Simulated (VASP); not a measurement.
# CdTe (F-43m) in VASP: a series of runs, part 2 of 3

VASP 6.6.1.

## Step 4: Dielectric tensor, r2SCAN

Contents of INCAR:

```
ALGO = Normal ; EDIFF = 1E-8
ENCUT = 520 ; ISIF = 2
ISMEAR = 0 ; LASPH = T
LCALCEPS = T ; LCHARG = F
LMIXTAU = T ; LREAL = F
LWAVE = F ; METAGGA = R2SCAN
NELM = 100 ; PREC = Accurate
SIGMA = 0.01
```

Contents of KPOINTS:

```
k-points
0
Gamma
  7 7 7
```

Contents of POSCAR:

```
CdTe
1.0
    0.0000000000      3.2050000000      3.2050000000
    3.2050000000      0.0000000000      3.2050000000
    3.2050000000      3.2050000000      0.0000000000
Te Cd
1 1
Direct
    0.7500000000      0.7500000000      0.7500000000
    0.0000000000      0.0000000000      0.0000000000
```

Potentials or basis: VASP PAW PBE potentials, release 64 (Te, Cd).

Launch:

```
> cat potpaw_PBE.64/Te/POTCAR potpaw_PBE.64/Cd/POTCAR > POTCAR
> mpirun -np 1 vasp_std > vasp.out
```

OUTCAR:

```text
EDIFF = 1E-8
   ENCUT = 520
   ISIF = 2
   ISMEAR = 0
   LASPH = T
   LREAL = F
   METAGGA = R2SCAN
   NELM = 100
   PREC = Accurate

 ion  position               nearest neighbor table
   1  0.750  0.750  0.750-   2 2.78   2 2.78   2 2.78   2 2.78
   2  0.000  0.000  0.000-   1 2.78   1 2.78   1 2.78   1 2.78

  LATTYP: Found a face centered cubic cell.
 ALAT       =     6.4100000000

  Lattice vectors:

 A1 = (   0.0000000000,   3.2050000000,   3.2050000000)
 A2 = (   3.2050000000,   0.0000000000,   3.2050000000)
 A3 = (   3.2050000000,   3.2050000000,   0.0000000000)

Analysis of symmetry for initial positions (statically):
=====================================================================
 Subroutine PRICEL returns:
 Original cell was already a primitive cell.

 Routine SETGRP: Setting up the symmetry group for a
 face centered cubic supercell.

 Subroutine GETGRP returns: Found 24 space group operations
 (whereof 24 operations were pure point group operations)
 out of a pool of 48 trial point group operations.

The static configuration has the point symmetry T_d .

Analysis of symmetry for dynamics (positions and initial velocities):
=====================================================================
 Subroutine PRICEL returns:
 Original cell was already a primitive cell.

 Routine SETGRP: Setting up the symmetry group for a
 face centered cubic supercell.

 Subroutine GETGRP returns: Found 24 space group operations
 (whereof 24 operations were pure point group operations)
 out of a pool of 48 trial point group operations.

The dynamic configuration has the point symmetry T_d .

 Subroutine INISYM returns: Found 24 space group operations
 (whereof 24 operations are pure point group operations),
 and found     1 'primitive' translations

----------------------------------------------------------------------------------------

                                     Primitive cell

  volume of cell :      65.8437

  direct lattice vectors                    reciprocal lattice vectors
     0.000000000  3.205000000  3.205000000    -0.156006240  0.156006240  0.156006240
     3.205000000  0.000000000  3.205000000     0.156006240 -0.156006240  0.156006240
     3.205000000  3.205000000  0.000000000     0.156006240  0.156006240 -0.156006240

  length of vectors
     4.532554467  4.532554467  4.532554467     0.270210734  0.270210734  0.270210734

  position of ions in fractional coordinates (direct lattice)
     0.750000000  0.750000000  0.750000000
     0.000000000  0.000000000  0.000000000

  ion indices of the primitive-cell ions
   primitive index   ion index
                 1           1
                 2           2

----------------------------------------------------------------------------------------

 KPOINTS: k-points

Automatic generation of k-mesh.
 Grid dimensions read from file:
 generate k-points for:    7    7    7

 Generating k-lattice:

  Cartesian coordinates                     Fractional coordinates (reciprocal lattice)
    -0.022286606  0.022286606  0.022286606     0.142857143  0.000000000  0.000000000
     0.022286606 -0.022286606  0.022286606     0.000000000  0.142857143  0.000000000
     0.022286606  0.022286606 -0.022286606     0.000000000  0.000000000  0.142857143

[... 77 lines left out ...]
   LHFCALC =     F    Hartree Fock is set to
   AEXX    =    0.0000 exact exchange contribution
   IVDW    =     0    specifies the selected vdW correction
   LEPSILON=     F    determine dielectric tensor
   LRPA    =     F    only Hartree local field effects (RPA)
   LRPA       =     F
 non-spin polarized calculation
 Gauss-broadening in eV      SIGMA  =   0.01
  energy-cutoff  :      520.00
  volume of cell :       65.84
 maximum number of plane-waves:      1807
 NGX is ok and might be reduce to    36
   NGX = 17   NGY = 17   NGZ = 17

 Total electronic dipole moment: p[elc]=(    -0.01525    -0.01525    -0.01525 ) |e| Angst

 number of electron      17.9999995 magnetization

 Free energy of the ion-electron system (eV)
  ---------------------------------------------------
  ext. energy  EPLUGINS =         0.00000000
  ---------------------------------------------------
  free energy    TOTEN  =       -46.59658396 eV

  energy without entropy =      -46.59658396  energy(sigma->0) =      -46.59658396

 E-fermi :   2.4889     XC(G=0):  -9.2593

 val. band max:        2.4131407758   @ k =   0.0000   0.0000   0.0000
 cond. band min:   10000.0000000000   @ k =   0.0000   0.0000   0.0000
 fundamental gap:   9997.5868592242
 Fermi energy:         2.4889200284

 k-point     1 :       0.0000    0.0000    0.0000
  band No.  band energies     occupation
      1      -9.3204      2.00000
      2      -6.2704      2.00000
      3      -6.2697      2.00000
      4      -6.2690      2.00000
      5      -5.9570      2.00000
      6      -5.9570      2.00000
      7       2.4124      2.00000
      8       2.4130      2.00000
      9       2.4131      2.00000
     10   10000.0000      0.00000
     11   10000.0000      0.00000
     12   10000.0000      0.00000
     13   10000.0000      0.00000
[... 354 lines left out ...]
  band No.  band energies     occupation
      1      -9.0477      2.00000
      2      -6.2192      2.00000
      3      -6.2187      2.00000
      4      -5.9688      2.00000
      5      -5.9565      2.00000
      6      -5.9562      2.00000
      7      -0.8260      2.00000
      8       1.8568      2.00000
      9       1.8570      2.00000
     10   10000.0000      0.00000
     11   10000.0000      0.00000
     12   10000.0000      0.00000
     13   10000.0000      0.00000

 [... further k-points ...]

------------------------ aborting loop because EDIFF is reached ----------------------------------------

            Ionic dipole moment: p[ion]=(    -9.61500    -9.61500    -9.61500 ) |e| Angst

 Total electronic dipole moment: p[elc]=(    -0.01524    -0.01524     0.00750 ) |e| Angst

 MACROSCOPIC STATIC DIELECTRIC TENSOR (including local field effects)
 ------------------------------------------------------
           7.252022    -0.000000     0.000000
           0.000000     7.252022     0.000000
           0.000000     0.000000     7.252022
 ------------------------------------------------------

 PIEZOELECTRIC TENSOR (including local field effects) (e Angst)
          XX          YY          ZZ          XY          YZ          ZX
  --------------------------------------------------------------------------------
  x     0.00000    -0.00000    -0.00000    -0.00000     2.31108     0.00000
  y     0.00000     0.00000     0.00000     0.00000     0.00000     2.31108
  z     0.00000     0.00000     0.00000     2.31108    -0.00000     0.00000

 PIEZOELECTRIC TENSOR (including local field effects) (C/m^2)
          XX          YY          ZZ          XY          YZ          ZX
  --------------------------------------------------------------------------------
  x     0.00000    -0.00000    -0.00000    -0.00000     0.56236     0.00000
  y     0.00000     0.00000     0.00000     0.00000     0.00000     0.56236
  z     0.00000     0.00000     0.00000     0.56236    -0.00000     0.00000

 BORN EFFECTIVE CHARGES (including local field effects) (in |e|, cummulative output)
 ---------------------------------------------------------------------------------
 ion    1
    1    -2.11637     0.00000    -0.00000
    2    -0.00000    -2.11637     0.00000
    3     0.00000     0.00000    -2.11637
 ion    2
    1     2.11637    -0.00000    -0.00000
    2     0.00000     2.11637     0.00000
    3    -0.00000    -0.00000     2.11637

  FORCE on cell =-STRESS in cart. coord.  units (eV):
  Direction    XX          YY          ZZ          XY          YZ          ZX
  --------------------------------------------------------------------------------------
  -------------------------------------------------------------------------------------
  Total        1.3829912      1.3829912      1.3829912     -0.0000000      0.0000000     -0.0000000
  in kB       33.6523900     33.6523900     33.6523900     -0.0000000      0.0000000     -0.0000000
  external PRESSURE =      33.6523900 kB  Pullay stress =       0.0000000 kB

 VOLUME and BASIS-vectors are now :
 -----------------------------------------------------------------------------
  energy-cutoff  :      520.00
  volume of cell :       65.84
      direct lattice vectors                 reciprocal lattice vectors
     0.000000000  3.205000000  3.205000000    -0.156006240  0.156006240  0.156006240
     3.205000000  0.000000000  3.205000000     0.156006240 -0.156006240  0.156006240
     3.205000000  3.205000000  0.000000000     0.156006240  0.156006240 -0.156006240

 POSITION                                       TOTAL-FORCE (eV/Angst)
 -----------------------------------------------------------------------------------
      4.80750      4.80750      4.80750         0.000000      0.000000      0.000000
      0.00000      0.00000      0.00000        -0.000000     -0.000000     -0.000000
 -----------------------------------------------------------------------------------
    total drift:                                0.000002      0.000002      0.000002

  FREE ENERGIE OF THE ION-ELECTRON SYSTEM (eV)
  ---------------------------------------------------
  free  energy   TOTEN  =       -46.5965839576 eV

  energy  without entropy=      -46.5965839576  energy(sigma->0) =      -46.59658396
```

OSZICAR:

```text
N       E                     dE             d eps       ncg     rms          rms(c)
DAV:   1     0.588755578400E+02    0.58876E+02   -0.84452E+03   520   0.123E+03
DAV:   2    -0.470320016070E+02   -0.10591E+03   -0.10145E+03   575   0.281E+02
DAV:   3    -0.511169194678E+02   -0.40849E+01   -0.40750E+01   620   0.593E+01
[... 12 lines left out ...]
DMP:  13    -0.465965838514E+02   -0.70738E-07   -0.55490E-07  1300   0.702E-07   0.132E-06
DMP:  14    -0.465965838963E+02   -0.44927E-07   -0.33273E-07  1300   0.392E-07   0.847E-07
DMP:  15    -0.465965839235E+02   -0.27155E-07   -0.20055E-07  1300   0.230E-07   0.523E-07
DMP:  16    -0.465965839401E+02   -0.16664E-07   -0.12467E-07  1300   0.139E-07   0.332E-07
DMP:  17    -0.465965839507E+02   -0.10587E-07   -0.79622E-08  1300   0.871E-08   0.216E-07
DMP:  18    -0.465965839576E+02   -0.68712E-08   -0.52887E-08  1300   0.570E-08   0.145E-07
   1 F= -.46596584E+02 E0= -.46596584E+02  d E =-.395012E-29
```

Run time: 68 min. Hardware: 1 thread of AMD EPYC 9R45 (Zen 5), shared host; peak memory 0.51 GiB.

Results:

```
Band gap on the k mesh                  : 1.38 eV, direct
Electronic dielectric tensor (diagonal) : 7.25
Born charges (mean of the diagonal)     : Te -2.12; Cd +2.12 e
```

Levels at points of the mesh, in eV from the valence-band top:
| k point | band 5 | band 6 | band 7 | band 8 | band 9 | band 10 | band 11 | band 12 | band 13 |
| --- | --- | --- | --- | --- | --- | --- | --- | --- | --- |
| (0.00, 0.00, 0.00) | -8.37 | -8.37 | 0.00 | 0.00 | 0.00 | 1.38 | 5.00 | 5.00 | 5.00 |

Electronic dielectric tensor:
```
7.25 0.00 0.00
0.00 7.25 0.00
0.00 0.00 7.25
```

Born effective charge tensors (e):
atom 1, Te
```
-2.12  0.00  0.00
 0.00 -2.12  0.00
 0.00  0.00 -2.12
```
atom 2, Cd
```
2.12 0.00 0.00
0.00 2.12 0.00
0.00 0.00 2.12
```

Dipole moments of the cell (e·Å, modulo the quantum): ionic -9.615, -9.615, -9.615; electronic -0.015, -0.015, 0.007

Caveat: the PAW data sets were made with another functional, which shifts forces and pressure a little; spin-orbit coupling is left out, which moves the levels of the heavy elements. r2SCAN opens gaps a little over a GGA but as a rule still falls short of measured ones.

## Step 5: Density of states, RPBE, non-collinear spin, zero start, spin-orbit coupling

POSCAR is that of step 4.

Contents of INCAR.step1:

```
SYSTEM = CdTe
PREC     = Accurate       ! precision mode
ENCUT    = 520            ! plane-wave cutoff, eV
EDIFF    = 1E-6           ! SCF threshold, eV
ISMEAR   = -1             ! smearing method
SIGMA    = 0.05           ! smearing width, eV
LREAL    = .FALSE.        ! projectors in reciprocal space
LASPH    = .TRUE.         ! aspherical terms in the spheres
NELM     = 150            ! most SCF steps
ALGO     = Normal         ! electronic algorithm
ISIF     = 2              ! what is computed and relaxed
LWAVE    = .FALSE.        ! write WAVECAR
LCHARG   = .TRUE.         ! write CHGCAR
MAGMOM   = 0 0 0 0 0 0    ! initial moments
LSORBIT  = .TRUE.         ! spin-orbit coupling
GGA_COMPAT= .FALSE.      
LORBMOM  = .TRUE.       
GGA      = RP             ! functional
NBANDS   = 30             ! bands
```

Contents of KPOINTS.step1:

```
Automatic mesh
0
G
  7 7 7
  0 0 0
```

Contents of INCAR.step2:

```
SYSTEM = CdTe
PREC     = Accurate       ! precision mode
ENCUT    = 520            ! plane-wave cutoff, eV
EDIFF    = 1E-6           ! SCF threshold, eV
ISMEAR   = -5             ! smearing method
SIGMA    = 0.05           ! smearing width, eV
LREAL    = .FALSE.        ! projectors in reciprocal space
LASPH    = .TRUE.         ! aspherical terms in the spheres
NELM     = 150            ! most SCF steps
ALGO     = Normal         ! electronic algorithm
ISIF     = 2              ! what is computed and relaxed
LWAVE    = .FALSE.        ! write WAVECAR
LCHARG   = .FALSE.        ! write CHGCAR
MAGMOM   = 0 0 0 0 0 0    ! initial moments
LORBIT   = 11             ! projections on sites
LSORBIT  = .TRUE.         ! spin-orbit coupling
GGA_COMPAT= .FALSE.      
LORBMOM  = .TRUE.       
GGA      = RP             ! functional
NBANDS   = 30             ! bands
NEDOS    = 1001           ! points of the DOS
ICHARG   = 11             ! starting density
```

Contents of KPOINTS.step2:

```
Automatic mesh
0
G
  11 11 11
  0 0 0
```

Launch:

```
> cat potpaw_PBE.64/Te/POTCAR potpaw_PBE.64/Cd/POTCAR > POTCAR
> cp INCAR.step1 INCAR
> cp KPOINTS.step1 KPOINTS
> mpirun -np 1 vasp_ncl > vasp.out
> cp INCAR.step2 INCAR
> cp KPOINTS.step2 KPOINTS
> mpirun -np 1 vasp_ncl > vasp.out
```

Wall time 5.5 min (1 thread of Intel Xeon Platinum 8375C at 2.90GHz (Ice Lake), shared host); peak memory 0.54 GiB.

The run converged. Its results:

| Property | Result |
| --- | --- |
| Net moment | 0.00 μB per cell |
| Valence electrons inside the program's atomic spheres | Te 3.46; Cd 10.34 |

Moments on the atoms (μB; x, y, z):
```
Te  0.00 0.00 0.00
Cd  0.00 0.00 0.00
```

Caveat: the PAW data sets were made with another functional, which shifts forces and pressure a little.

(Continued in part 3 of 3.)
